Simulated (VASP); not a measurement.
Write the native input for VASP 6.6.1 that does the following.

```
Task                    : single point
Functional              : PBE
Potentials or basis     : VASP PAW PBE potentials, release 64 (Be, C)
Cutoff                  : 520 eV
k mesh                  : 10 × 10 × 10
Occupations             : fermi-dirac, width 0.1 eV
Spin                    : no spin polarisation
Dipole correction       : no
k mesh for the DOS      : 15 × 15 × 15
Occupations for the DOS : tetrahedron
Further INCAR settings  : ALGO = Normal; EDIFF = 1e-06; NBANDS = 11
```

Crystal: Be2C.

```xyz
3
Lattice="0.0000 2.1944 2.1944 2.1944 0.0000 2.1944 2.1944 2.1944 0.0000" Properties=species:S:1:pos:R:3 pbc="T T T"
Be    1.0972    1.0972    1.0972
Be    3.2916    3.2916    3.2916
C     0.0000    0.0000    0.0000
```

These files were run (other wordings do the same):

POSCAR

```
Be2C
1.0
    0.0000000000      2.1943970000      2.1943970000
    2.1943970000      0.0000000000      2.1943970000
    2.1943970000      2.1943970000      0.0000000000
Be C
2 1
Direct
    0.2500000000      0.2500000000      0.2500000000
    0.7500000000      0.7500000000      0.7500000000
    0.0000000000      0.0000000000      0.0000000000
```

INCAR.step1

```
PREC     = Accurate       # precision mode
ENCUT    = 520            # plane-wave cutoff, eV
EDIFF    = 1E-6           # SCF threshold, eV
ISMEAR   = -1             # smearing method
SIGMA    = 0.1            # smearing width, eV
LREAL    = False          # projectors in reciprocal space
LASPH    = True           # aspherical terms in the spheres
NELM     = 120            # most SCF steps
ALGO     = Normal         # electronic algorithm
ISIF     = 2              # what is computed and relaxed
LWAVE    = False          # write WAVECAR
LCHARG   = True           # write CHGCAR
GGA      = PE             # functional
NBANDS   = 11             # bands
GGA_COMPAT= False        
NEDOS    = 2001           # points of the DOS
LORBIT   = 11             # projections on sites
```

KPOINTS.step1

```
Automatic mesh
0
Gamma
  10 10 10
```

INCAR.step2

```
PREC     = Accurate       # precision mode
ENCUT    = 520            # plane-wave cutoff, eV
EDIFF    = 1E-6           # SCF threshold, eV
ISMEAR   = -5             # smearing method
SIGMA    = 0.1            # smearing width, eV
LREAL    = False          # projectors in reciprocal space
LASPH    = True           # aspherical terms in the spheres
NELM     = 120            # most SCF steps
ALGO     = Normal         # electronic algorithm
ISIF     = 2              # what is computed and relaxed
LWAVE    = False          # write WAVECAR
LCHARG   = False          # write CHGCAR
GGA      = PE             # functional
LORBIT   = 11             # projections on sites
NBANDS   = 11             # bands
NEDOS    = 1001           # points of the DOS
ICHARG   = 11             # starting density
GGA_COMPAT= False
```

KPOINTS.step2

```
Automatic mesh
0
Gamma
  15 15 15
```

Potentials or basis: VASP PAW PBE potentials, release 64 (Be, C).

Run with:

```sh
$ cat potpaw_PBE.64/Be/POTCAR potpaw_PBE.64/C/POTCAR > POTCAR
$ cp INCAR.step1 INCAR
$ cp KPOINTS.step1 KPOINTS
$ mpirun -np 1 vasp_std > vasp.out
$ cp INCAR.step2 INCAR
$ cp KPOINTS.step2 KPOINTS
$ mpirun -np 1 vasp_std > vasp.out
```

Results of the run:

The valence electrons inside the program's atomic spheres are Be 1.21; C 2.47.

Wall time 23 s on 1 thread of Intel Xeon 8259CL (shared host), peak memory 0.14 GiB.
